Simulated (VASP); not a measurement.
# Os (P6_3/mmc) in VASP: a series of runs, part 2 of 2

VASP 6.6.1.

### 3 Electric field gradients, PBEsol (zz strain of -2 %)

Contents of INCAR:

```
PREC = Accurate ; ENCUT = 520
EDIFF = 1E-8 ; ISMEAR = -1
SIGMA = 0.05 ; LREAL = False
LASPH = True ; NELM = 100
ALGO = Normal ; ISIF = 2
LWAVE = False ; LCHARG = False
GGA = PS ; LEFG = True
NBANDS = 15
```

Contents of KPOINTS:

```
regular mesh
0
Gamma
  15 15 9
```

Contents of POSCAR:

```
Os
1.0
    2.7340999755      0.0000000000      0.0000000000
   -1.3670499878      2.3678000353      0.0000000000
    0.0000000000      0.0000000000      4.2333060000
Os
2
Direct
    0.3333333333      0.6666666667      0.2500000000
    0.6666666667      0.3333333333      0.7500000000
```

Potentials or basis: VASP PAW PBE potentials, release 64 (Os).

Launch:

```console
> cat potpaw_PBE.64/Os/POTCAR > POTCAR
> mpirun -np 1 vasp_std > vasp.out
```

OUTCAR:

```text
PREC = Accurate
   ENCUT = 520
   EDIFF = 1E-8
   ISMEAR = -1
   LREAL = False
   LASPH = True
   NELM = 100
   ISIF = 2
   GGA = PS

 ion  position               nearest neighbor table
   1  0.333  0.667  0.250-   2 2.64   2 2.64   2 2.64   2 2.64   2 2.64   2 2.64
   2  0.667  0.333  0.750-   1 2.64   1 2.64   1 2.64   1 2.64   1 2.64   1 2.64

  LATTYP: Found a hexagonal cell.
 ALAT       =     2.7340999755
 C/A-ratio  =     1.5483362123

  Lattice vectors:

 A1 = (   2.7340999755,   0.0000000000,   0.0000000000)
 A2 = (  -1.3670499878,   2.3678000353,   0.0000000000)
 A3 = (   0.0000000000,   0.0000000000,   4.2333060000)

Analysis of symmetry for initial positions (statically):
=====================================================================
 Subroutine PRICEL returns:
 Original cell was already a primitive cell.

 Routine SETGRP: Setting up the symmetry group for a
 hexagonal supercell.

 Subroutine GETGRP returns: Found 24 space group operations
 (whereof 12 operations were pure point group operations)
 out of a pool of 24 trial point group operations.

The static configuration has the point symmetry D_3d.
 The point group associated with its full space group is D_6h.

Analysis of symmetry for dynamics (positions and initial velocities):
=====================================================================
 Subroutine PRICEL returns:
 Original cell was already a primitive cell.

 Routine SETGRP: Setting up the symmetry group for a
 hexagonal supercell.

 Subroutine GETGRP returns: Found 24 space group operations
 (whereof 12 operations were pure point group operations)
 out of a pool of 24 trial point group operations.

The dynamic configuration has the point symmetry D_3d.
 The point group associated with its full space group is D_6h.

 Subroutine INISYM returns: Found 24 space group operations
 (whereof 12 operations are pure point group operations),
 and found     1 'primitive' translations

----------------------------------------------------------------------------------------

                                     Primitive cell

  volume of cell :      27.4056

  direct lattice vectors                    reciprocal lattice vectors
     2.734099975  0.000000000  0.000000000     0.365751073  0.211166481  0.000000000
    -1.367049988  2.367800035  0.000000000     0.000000000  0.422332961  0.000000000
     0.000000000  0.000000000  4.233306000     0.000000000  0.000000000  0.236221998

  length of vectors
     2.734099975  2.734099976  4.233306000     0.422332961  0.422332961  0.236221998

  position of ions in fractional coordinates (direct lattice)
     0.333333333  0.666666667  0.250000000
     0.666666667  0.333333333  0.750000000

  ion indices of the primitive-cell ions
   primitive index   ion index
                 1           1
                 2           2

----------------------------------------------------------------------------------------

 KPOINTS: regular mesh

[... 79 lines left out ...]
   NUPDOWN=      -1.0000    fix difference up-down
   EMIN   =  10.00;   EMAX   =-10.00  energy-range for DOS
   EFERMI =   0.00;   METHOD = LEGACY
   ISMEAR =    -1;   SIGMA  =   0.05  broadening in eV -4-tet -1-fermi 0-gaus
   EFERMI_NEDOS =   21; number of points for ismear=-14 and -15
   IALGO  =     38    algorithm
   IMIX   =      4    mixing-type and parameters
     AMIX     =   0.40;   BMIX     =  1.00
     AMIX_MAG =   1.60;   BMIX_MAG =  1.00
  volume/ion in A,a.u.               =      13.70        92.47
  Fermi-wavevector in a.u.,A,eV,Ry     =   1.368259  2.585636 25.471930  1.872134
  Thomas-Fermi vector in A             =   2.494239
   LORBIT       =      0    0 simple, 1 ext, 2 COOP (PROOUT), +10 PAW based schemes
   GGA     = PS    functional components
   LHFCALC =     F    Hartree Fock is set to
   AEXX    =    0.0000 exact exchange contribution
   IVDW    =     0    specifies the selected vdW correction
   LEPSILON=     F    determine dielectric tensor
   LRPA    =     F    only Hartree local field effects (RPA)
 non-spin polarized calculation
  energy-cutoff  :      520.00
  volume of cell :       27.41
 maximum number of plane-waves:       753
   NGX = 11   NGY = 11   NGZ = 15

 number of electron      15.9999999 magnetization

 Free energy of the ion-electron system (eV)
  ---------------------------------------------------
  ext. energy  EPLUGINS =         0.00000000
  ---------------------------------------------------
  free energy    TOTEN  =       -24.46826656 eV

  energy without entropy =      -24.45911819  energy(sigma->0) =      -24.46369237

 E-fermi :   9.6169     XC(G=0): -14.2699

 val. band max:        9.6023491230   @ k =   0.2667   0.1333   0.0000
 cond. band min:       9.6349731949   @ k =   0.1333   0.0000   0.3333
 fundamental gap:      0.0326240719
 Fermi energy:         9.6168546689

 k-point     1 :       0.0000    0.0000    0.0000
  band No.  band energies     occupation
      1      -1.5590      2.00000
      2       1.6174      2.00000
      3       6.4253      2.00000
      4       6.4253      2.00000
      5       6.9645      2.00000
      6       7.3609      2.00000
      7       7.3609      2.00000
      8       7.8211      2.00000
      9       7.8211      2.00000
     10       9.8649      0.01392
     11      11.3638      0.00000
     12      11.3638      0.00000
     13      19.1704      0.00000
     14      23.5520      0.00000
[... 401 lines left out ...]
      2       3.2740      2.00000
      3       3.3303      2.00000
      4       5.4417      2.00000
      5       5.7818      2.00000
      6       6.6936      2.00000
      7       8.0484      2.00000
      8      11.1899      0.00000
      9      11.7630      0.00000
     10      12.1567      0.00000
     11      14.6235      0.00000
     12      15.2891      0.00000
     13      17.8842      0.00000
     14      21.1627      0.00000
     15      23.9789      0.00000

 [... further k-points ...]
[... 5 lines left out ...]
  --------------------------------------------------------------------------------------
  -------------------------------------------------------------------------------------
  Total        0.4611702      0.4611702      2.8750402     -0.0000000      0.0000000      0.0000000
  in kB       26.9607963     26.9607963    168.0797640     -0.0000000      0.0000000      0.0000000
  external PRESSURE =      74.0004522 kB  Pullay stress =       0.0000000 kB

 VOLUME and BASIS-vectors are now :
 -----------------------------------------------------------------------------
  energy-cutoff  :      520.00
  volume of cell :       27.41
      direct lattice vectors                 reciprocal lattice vectors
     2.734099975  0.000000000  0.000000000     0.365751073  0.211166481  0.000000000
    -1.367049988  2.367800035  0.000000000     0.000000000  0.422332961  0.000000000
     0.000000000  0.000000000  4.233306000     0.000000000  0.000000000  0.236221998

 POSITION                                       TOTAL-FORCE (eV/Angst)
 -----------------------------------------------------------------------------------
     -0.00000      1.57853      1.05833         0.000000      0.000000      0.000000
      1.36705      0.78927      3.17498        -0.000000     -0.000000      0.000000
 -----------------------------------------------------------------------------------
    total drift:                               -0.000000      0.000000     -0.000000

  FREE ENERGIE OF THE ION-ELECTRON SYSTEM (eV)
  ---------------------------------------------------
  free  energy   TOTEN  =       -24.4682665577 eV

  energy  without entropy=      -24.4591181916  energy(sigma->0) =      -24.46369237

 Electric field gradients (V/A^2)
---------------------------------------------------------------------
 ion       V_xx      V_yy      V_zz      V_xy      V_xz      V_yz
---------------------------------------------------------------------
   1      63.500    63.500  -127.001    -0.000     0.000    -0.000
   2      63.500    63.500  -127.001    -0.000    -0.000     0.000
---------------------------------------------------------------------

 Electric field gradients after diagonalization (V/A^2)
 (convention: |V_zz| > |V_xx| > |V_yy|)
----------------------------------------------------------------------
 ion       V_xx      V_yy      V_zz     asymmetry (V_yy - V_xx)/ V_zz
----------------------------------------------------------------------
   1      63.501    63.500  -127.001       0.000
   2      63.501    63.500  -127.001       0.000
----------------------------------------------------------------------

           NMR quadrupolar parameters

 Cq : quadrupolar parameter    Cq=e*Q*V_zz/h
 eta: asymmetry parameters     (V_yy - V_xx)/ V_zz
 Q  : nuclear electric quadrupole moment in mb (millibarn)
----------------------------------------------------------------------
 ion       Cq(MHz)       eta       Q (mb)
----------------------------------------------------------------------
   1      -0.307       0.000       1.000
   2      -0.307       0.000       1.000
----------------------------------------------------------------------
```

OSZICAR:

```text
N       E                     dE             d eps       ncg     rms          rms(c)
DAV:   1     0.102192117897E+03    0.10219E+03   -0.75063E+03  4050   0.103E+03
DAV:   2    -0.214029101217E+02   -0.12360E+03   -0.10849E+03  4106   0.331E+02
DAV:   3    -0.259493608381E+02   -0.45465E+01   -0.44133E+01  5569   0.559E+01
DAV:   4    -0.259816543096E+02   -0.32293E-01   -0.32254E-01  4316   0.483E+00
DAV:   5    -0.259818247373E+02   -0.17043E-03   -0.17042E-03  5660   0.332E-01    0.254E+01
DAV:   6    -0.248233471393E+02    0.11585E+01   -0.93918E-01  5128   0.824E+00    0.116E+01
DAV:   7    -0.244775627010E+02    0.34578E+00   -0.65572E-01  5240   0.676E+00    0.610E-01
DAV:   8    -0.244713069462E+02    0.62558E-02   -0.71032E-03  4148   0.640E-01    0.392E-01
DAV:   9    -0.244682710980E+02    0.30358E-02   -0.19000E-03  4869   0.447E-01    0.481E-02
DAV:  10    -0.244682841834E+02   -0.13085E-04   -0.62850E-05  5352   0.680E-02    0.115E-02
DAV:  11    -0.244682676198E+02    0.16564E-04   -0.35430E-06  4645   0.198E-02    0.178E-03
DAV:  12    -0.244682667470E+02    0.87289E-06   -0.12605E-07  5233   0.369E-03    0.783E-04
DAV:  13    -0.244682666202E+02    0.12677E-06   -0.28061E-09  3334   0.501E-04    0.337E-04
DAV:  14    -0.244682665736E+02    0.46556E-07   -0.32693E-10  2718   0.146E-04    0.105E-04
DAV:  15    -0.244682665621E+02    0.11540E-07   -0.58593E-11  2578   0.864E-05    0.764E-05
DAV:  16    -0.244682665577E+02    0.43808E-08   -0.92423E-12  2361   0.307E-05
   1 F= -.24468267E+02 E0= -.24463692E+02  d E =-.914837E-02
```

stdout:

```text
POSCAR found type information on POSCAR Os
 POSCAR found :  1 types and       2 ions
 scaLAPACK will be used
 -----------------------------------------------------------------------------
|                                                                             |
|                                                                             |
|     You enforced a specific xc type in the INCAR file but a different       |
|     I HOPE YOU KNOW WHAT YOU ARE DOING!                                     |
|                                                                             |
 -----------------------------------------------------------------------------

 LDA part: xc-table for (Slater+PW92), standard interpolation
 POSCAR, INCAR and KPOINTS ok, starting setup
 FFT: planning ... GRIDC
 FFT: planning ... GRID_SOFT
 FFT: planning ... GRID
 WAVECAR not read
 entering main loop
ion   1

ion   2
```

Wall time 32 s (1 thread of Intel Xeon Platinum 8375C at 2.90GHz (Ice Lake), shared host); peak memory 0.17 GiB.

What came out:

```yaml
Free_energy: -24.4683 eV
Pressure: 7.4 GPa
Band_gap_on_the_k_mesh: zero (band 8 reaches 11.64 eV, above the bottom of band 9 at 7.69 eV)
```

Electric field gradients, principal values (V/Å²):
| atom | least | middle | greatest (by size) |
| --- | --- | --- | --- |
| 1 Os | 63.500 | 63.501 | -127.001 |
| 2 Os | 63.500 | 63.501 | -127.001 |

Caveat: the cell differs from its parent crystal (zz strain of -2 %); without QUAD_EFG the Cq values of the log hold for a quadrupole moment of 1 mb, not for the nuclei; the PAW data sets were made with another functional, which shifts forces and pressure a little; spin-orbit coupling is left out, which moves the levels of the heavy elements.

### 4 Electric field gradients, PBEsol (zz strain of +1 %)

Contents of INCAR:

```
SYSTEM = Os
  ALGO = Normal
  EDIFF = 1E-8
  ENCUT = 520
  GGA = PS
  ISIF = 2
  ISMEAR = -1
  LASPH = .True.
  LCHARG = .False.
  LEFG = .True.
  LREAL = .False.
  LWAVE = .False.
  NBANDS = 15
  NELM = 100
  PREC = Accurate
  SIGMA = 0.05
```

Contents of KPOINTS:

```
k-points
0
Gamma
  15 15 9
  0 0 0
```

POSCAR, as its differences from that of step 3:

```diff
@@ -4,3 +4,3 @@
    -1.3670499878      2.3678000353      0.0000000000
-    0.0000000000      0.0000000000      4.2333060000
+    0.0000000000      0.0000000000      4.3628970000
 Os
```

Potentials or basis: VASP PAW PBE potentials, release 64 (Os).

Launch:

```console
> cat potpaw_PBE.64/Os/POTCAR > POTCAR
> mpirun -np 1 vasp_std > vasp.out
```

OUTCAR:

```text
SYSTEM = Os
   EDIFF = 1E-8
   ENCUT = 520
   GGA = PS
   ISIF = 2
   ISMEAR = -1
   LASPH = .True.
   LREAL = .False.
   NELM = 100
   PREC = Accurate

 ion  position               nearest neighbor table
   1  0.333  0.667  0.250-   2 2.69   2 2.69   2 2.69   2 2.69   2 2.69   2 2.69
   2  0.667  0.333  0.750-   1 2.69   1 2.69   1 2.69   1 2.69   1 2.69   1 2.69

  LATTYP: Found a hexagonal cell.
 ALAT       =     2.7340999755
 C/A-ratio  =     1.5957342596

  Lattice vectors:

 A1 = (   2.7340999755,   0.0000000000,   0.0000000000)
 A2 = (  -1.3670499878,   2.3678000353,   0.0000000000)
 A3 = (   0.0000000000,   0.0000000000,   4.3628970000)

Analysis of symmetry for initial positions (statically):
=====================================================================
 Subroutine PRICEL returns:
 Original cell was already a primitive cell.

 Routine SETGRP: Setting up the symmetry group for a
 hexagonal supercell.
[... 622 lines left out ...]
  volume of cell :       28.24
      direct lattice vectors                 reciprocal lattice vectors
     2.734099975  0.000000000  0.000000000     0.365751073  0.211166481  0.000000000
    -1.367049988  2.367800035  0.000000000     0.000000000  0.422332961  0.000000000
     0.000000000  0.000000000  4.362897000     0.000000000  0.000000000  0.229205503

 POSITION                                       TOTAL-FORCE (eV/Angst)
 -----------------------------------------------------------------------------------
     -0.00000      1.57853      1.09072        -0.000000      0.000000      0.000000
      1.36705      0.78927      3.27217         0.000000     -0.000000      0.000000
 -----------------------------------------------------------------------------------
    total drift:                               -0.000000      0.000000     -0.000000

  FREE ENERGIE OF THE ION-ELECTRON SYSTEM (eV)
  ---------------------------------------------------
  free  energy   TOTEN  =       -24.4824524965 eV

  energy  without entropy=      -24.4739173171  energy(sigma->0) =      -24.47818491

 Electric field gradients (V/A^2)
---------------------------------------------------------------------
 ion       V_xx      V_yy      V_zz      V_xy      V_xz      V_yz
---------------------------------------------------------------------
   1      28.677    28.677   -57.353    -0.000     0.000     0.000
   2      28.677    28.677   -57.353    -0.000    -0.000     0.000
---------------------------------------------------------------------

 Electric field gradients after diagonalization (V/A^2)
 (convention: |V_zz| > |V_xx| > |V_yy|)
----------------------------------------------------------------------
 ion       V_xx      V_yy      V_zz     asymmetry (V_yy - V_xx)/ V_zz
----------------------------------------------------------------------
   1      28.677    28.677   -57.353       0.000
   2      28.677    28.677   -57.353       0.000
----------------------------------------------------------------------

           NMR quadrupolar parameters

 Cq : quadrupolar parameter    Cq=e*Q*V_zz/h
 eta: asymmetry parameters     (V_yy - V_xx)/ V_zz
 Q  : nuclear electric quadrupole moment in mb (millibarn)
----------------------------------------------------------------------
 ion       Cq(MHz)       eta       Q (mb)
----------------------------------------------------------------------
   1      -0.139       0.000       1.000
   2      -0.139       0.000       1.000
----------------------------------------------------------------------
```

OSZICAR:

```text
N       E                     dE             d eps       ncg     rms          rms(c)
DAV:   1     0.100082415181E+03    0.10008E+03   -0.74201E+03  4050   0.102E+03
DAV:   2    -0.211695275193E+02   -0.12125E+03   -0.10576E+03  4092   0.325E+02
DAV:   3    -0.260126110372E+02   -0.48431E+01   -0.46599E+01  5471   0.568E+01
DAV:   4    -0.260509011527E+02   -0.38290E-01   -0.38225E-01  4435   0.520E+00
DAV:   5    -0.260510965234E+02   -0.19537E-03   -0.19536E-03  5562   0.356E-01    0.237E+01
DAV:   6    -0.248304615148E+02    0.12206E+01   -0.10660E+00  5170   0.877E+00    0.104E+01
DAV:   7    -0.244918978096E+02    0.33856E+00   -0.67560E-01  5212   0.686E+00    0.546E-01
DAV:   8    -0.244854914745E+02    0.64063E-02   -0.66696E-03  4141   0.617E-01    0.339E-01
DAV:   9    -0.244824539667E+02    0.30375E-02   -0.16092E-03  5030   0.416E-01    0.520E-02
DAV:  10    -0.244824744875E+02   -0.20521E-04   -0.61254E-05  5149   0.687E-02    0.121E-02
DAV:  11    -0.244824532559E+02    0.21232E-04   -0.46246E-06  4729   0.225E-02    0.137E-03
DAV:  12    -0.244824526946E+02    0.56131E-06   -0.11461E-07  5212   0.332E-03    0.830E-04
DAV:  13    -0.244824525497E+02    0.14484E-06   -0.24703E-09  3411   0.422E-04    0.261E-04
DAV:  14    -0.244824525151E+02    0.34692E-07   -0.35103E-10  2641   0.152E-04    0.115E-04
DAV:  15    -0.244824525003E+02    0.14797E-07   -0.60759E-11  2662   0.859E-05    0.607E-05
DAV:  16    -0.244824524965E+02    0.37213E-08   -0.91638E-12  2515   0.275E-05
   1 F= -.24482452E+02 E0= -.24478185E+02  d E =-.853518E-02
```

stdout:

```text
POSCAR found type information on POSCAR Os
 POSCAR found :  1 types and       2 ions
 scaLAPACK will be used
 -----------------------------------------------------------------------------
|                                                                             |
|                                                                             |
|     You enforced a specific xc type in the INCAR file but a different       |
|     I HOPE YOU KNOW WHAT YOU ARE DOING!                                     |
|                                                                             |
 -----------------------------------------------------------------------------

 LDA part: xc-table for (Slater+PW92), standard interpolation
 POSCAR, INCAR and KPOINTS ok, starting setup
 FFT: planning ... GRIDC
 FFT: planning ... GRID_SOFT
 FFT: planning ... GRID
 WAVECAR not read
 entering main loop
ion   1

ion   2
```

It took 33 s on 1 thread of Intel Xeon Platinum 8375C at 2.90GHz (Ice Lake), shared host; peak memory 0.17 GiB.

What came out:

* Free energy: -24.4825 eV
* Pressure: -6.8 GPa
* Band gap on the k mesh: zero (band 8 reaches 11.27 eV, above the bottom of band 9 at 7.43 eV)

Stress tensor (GPa, compression positive):
```
 -4.82   0.00   0.00
  0.00  -4.82   0.00
  0.00   0.00 -10.62
```

Electric field gradients, principal values (V/Å²):
| atom | least | middle | greatest (by size) |
| --- | --- | --- | --- |
| 1 Os | 28.677 | 28.677 | -57.353 |
| 2 Os | 28.677 | 28.677 | -57.353 |

Caveat: the cell differs from its parent crystal (zz strain of +1 %); without QUAD_EFG the Cq values of the log hold for a quadrupole moment of 1 mb, not for the nuclei; the PAW data sets were made with another functional, which shifts forces and pressure a little; spin-orbit coupling is left out, which moves the levels of the heavy elements.

### 5 Summary

| task | cell | k mesh for the DOS | occupations for the DOS | gap on the mesh (eV) | pressure (GPa) |
| --- | --- | --- | --- | --- | --- |
| density of states | a = 2.734, b = 2.734, c = 4.320 Å, angles 90.0, 90.0, 120.0°, 2 atoms | 23 × 23 × 14 | tetrahedron | - | - |
| electric field gradients | a = 2.734, b = 2.734, c = 4.233 Å, angles 90.0, 90.0, 120.0°, 2 atoms | - | - | none | 7.4 |
| electric field gradients | a = 2.734, b = 2.734, c = 4.363 Å, angles 90.0, 90.0, 120.0°, 2 atoms | - | - | none | -6.8 |

Alike in all rows: level PBEsol; potentials or basis VASP PAW PBE potentials, release 64 (Os); no spin polarisation; k mesh 15 × 15 × 9; cutoff (eV) 520; smearing fermi-dirac 0.05 eV.

Caveats: the PAW data sets were made with another functional, which shifts forces and pressure a little; spin-orbit coupling is left out, which moves the levels of the heavy elements.

Total energies depend on the potentials used, so only differences within one code and one set of settings carry meaning.
